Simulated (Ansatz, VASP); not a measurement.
**Mo in VASP and in Ansatz**

```
CELL_PARAMETERS angstrom
-1.58164 1.58164 1.58164
1.58164 -1.58164 1.58164
1.58164 1.58164 -1.58164
ATOMIC_POSITIONS crystal
Mo 0.00000 0.00000 0.00000
```

Alike in both runs: functional PBE; k mesh 8 × 8 × 8; occupations gaussian, width 0.1 eV; no spin polarisation.

Ansatz relaxed the structure, and its values are those at the end. VASP's run is a single point on that final structure, the one shown.

|  | VASP | Ansatz |
| --- | --- | --- |
| version | VASP 6.6.1 | Ansatz 0.2.0 |
| potentials or method | VASP PAW PBE potentials, release 64 (Mo_sv), cutoff 500 eV | scalar-relativistic, plane waves, PAW |
| valence electrons in the cell | 14 | 14 |

|  | VASP | Ansatz | Ansatz less VASP |
| --- | --- | --- | --- |
| gap on the k mesh at the Fermi level (eV) | none | none | - |
| pressure (GPa) | 0.5 | 0.0 | -0.51 |

A gap of «none» marks a metal or a gap that the smearing closes. The functional is the same, so the differences come from potentials, cutoffs and numerics.
